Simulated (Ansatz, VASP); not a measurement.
## Pt: VASP beside Ansatz

```
Pt
1.0
     0.00000    1.95989    1.95989
     1.95989    0.00000    1.95989
     1.95989    1.95989    0.00000
Pt
1
Direct
  0.00000 0.00000 0.00000
```

Alike in both runs: functional PBEsol; k mesh 10 × 10 × 10; occupations gaussian, width 0.1 eV; no spin polarisation.

Ansatz relaxed the structure, and its values are those at the end. VASP's run is a single point on that final structure, the one shown.

|  | VASP | Ansatz |
| --- | --- | --- |
| version | VASP 6.6.1 | Ansatz 0.2.0 |
| potentials or method | VASP PAW PBE potentials, release 64 (Pt), cutoff 520 eV | scalar-relativistic, plane waves, PAW |
| valence electrons in the cell | 10 | 18 |

```tsv
	VASP	Ansatz	Ansatz less VASP
gap on the k mesh at the Fermi level (eV)	none	none	-
pressure (GPa)	-0.6	-0.2	+0.42
```

VASP's potentials were made for PBE, not for PBEsol. A gap of «none» marks a metal or a gap that the smearing closes. VASP's potentials hold 10 valence electrons a cell and Ansatz's 18, so a difference there can come from the potentials and not from the codes.

Neither program's run includes spin-orbit coupling.
